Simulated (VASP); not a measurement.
Set up this calculation in VASP 6.6.1, as the native input.

```yaml
Task: single point
Functional: PBEsol
Potentials_or_basis: VASP PAW PBE potentials, release 64 (Ag)
Cutoff: 520 eV
k_mesh: 20 × 20 × 20
Occupations: gaussian, width 0.15 eV
Spin: no spin polarisation
Dipole_correction: no
Further_INCAR_settings: ALGO = Fast; EDIFF = 1e-06; NBANDS = 12
```

The structure of Ag lies in POSCAR:

```
Ag
1.0
   -1.6556540000      1.6556540000      1.4693929250
    1.6556540000     -1.6556540000      1.4693929250
    1.6556540000      1.6556540000     -1.4693929250
Ag
1
Direct
    0.0000000000      0.0000000000      0.0000000000
```

This cell differs from its parent crystal: strain -0.1125 x Voigt [0, 0, 1, 0, 0, 0].

These files were run (other wordings do the same):

INCAR

```
SYSTEM = Ag
  PREC = Accurate
  ENCUT = 520
  EDIFF = 1E-6
  ISMEAR = 0
  SIGMA = 0.15
  LREAL = .FALSE.
  LASPH = .TRUE.
  NELM = 80
  ALGO = Fast
  ISIF = 2
  LWAVE = .FALSE.
  LCHARG = .FALSE.
  GGA = PS
  NBANDS = 12
```

KPOINTS

```
Automatic mesh
0
G
  20 20 20
  0 0 0
```

Potentials or basis: VASP PAW PBE potentials, release 64 (Ag).

Run with:

```console
$ cat potpaw_PBE.64/Ag/POTCAR > POTCAR
$ mpirun -np 1 vasp_std > vasp.out
```

Results of the run:

* Pressure: 5.3 GPa

Caveat: the cell differs from its parent crystal (strain -0.1125 x Voigt [0, 0, 1, 0, 0, 0]); the PAW data sets were made with another functional, which shifts forces and pressure a little.

Wall time 62 s on 1 thread of AMD EPYC 9R45 96-Core Processor (Zen 5), with other jobs on the host, peak memory 0.21 GiB.
